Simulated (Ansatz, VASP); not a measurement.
# One calculation of AlNi, two programs

Contents of INCAR:

```
SYSTEM = AlNi
PREC     = Accurate       ! precision mode
ENCUT    = 520            ! plane-wave cutoff, eV
EDIFF    = 1E-7           ! SCF threshold, eV
ISMEAR   = -1             ! smearing method
SIGMA    = 0.05           ! smearing width, eV
LREAL    = .False.        ! projectors in reciprocal space
LASPH    = .True.         ! aspherical terms in the spheres
NELM     = 150            ! most SCF steps
ALGO     = Normal         ! electronic algorithm
ISIF     = 2              ! what is computed and relaxed
LWAVE    = .False.        ! write WAVECAR
LCHARG   = .False.        ! write CHGCAR
ISPIN    = 2              ! spin polarisation
MAGMOM   = 0 1            ! initial moments
LORBIT   = 11             ! projections on sites
LMAXMIX  = 4              ! l up to which the mixer works
GGA      = CA             ! functional
NBANDS   = 18             ! bands
```

File KPOINTS:

```
regular mesh
0
Gamma
  10 10 9
  0 0 0
```

POSCAR

```
AlNi
1.0
    1.9859977599     -2.0008474595      0.0000000000
    1.9859977599      2.0008474595      0.0000000000
    0.0000000000      0.0000000000      3.1750554946
Al Ni
1 1
Direct
    0.0000000000      0.0000000000      0.0000000000
    0.5000000000      0.5000000000      0.5000000000
```

Input for Ansatz:

```yaml
crystal:
  lattice:
    - [1.9859977599344378, -2.0008474595404664, 0.0]
    - [1.9859977599344378, 2.0008474595404664, 0.0]
    - [0.0, 0.0, 3.175055494613175]
  atoms:
    - { symbol: Al, position: [0.0, 0.0, 0.0] }
    - { symbol: Ni, position: [0.5, 0.5, 0.5], spin: 1.0 }
basis:
  ecutwfc: 435.382179935808
kpoints:
  mp_grid:
    grid: [10, 10, 9]
hamiltonian:
  xc: lda
  pseudopotentials:
    kind: paw
magnetization:
  spin_polarized: true
scf:
  occupations:
    method: fermi_dirac
    width: 0.05
```

Alike in both runs: task single point; functional LDA; k mesh 10 × 10 × 9; occupations fermi-dirac, width 0.05 eV; collinear spin.

```csv
,VASP,Ansatz
version,VASP 6.6.1,Ansatz 0.2.0
potentials or method,"VASP PAW LDA potentials, release 64 (Al, Ni), cutoff 520 eV","plane waves, PAW"
valence electrons in the cell,13,21
```

```csv
,VASP,Ansatz,Ansatz less VASP
net moment per atom (μB),0.00,0.00,0.000
```

LDA's correlation is that of Perdew and Zunger in VASP and of Perdew and Wang (1992) in Ansatz. VASP's potentials hold 13 valence electrons a cell and Ansatz's 21, so a difference there can come from the potentials and not from the codes. Ansatz's warnings: seeded moment not kept.
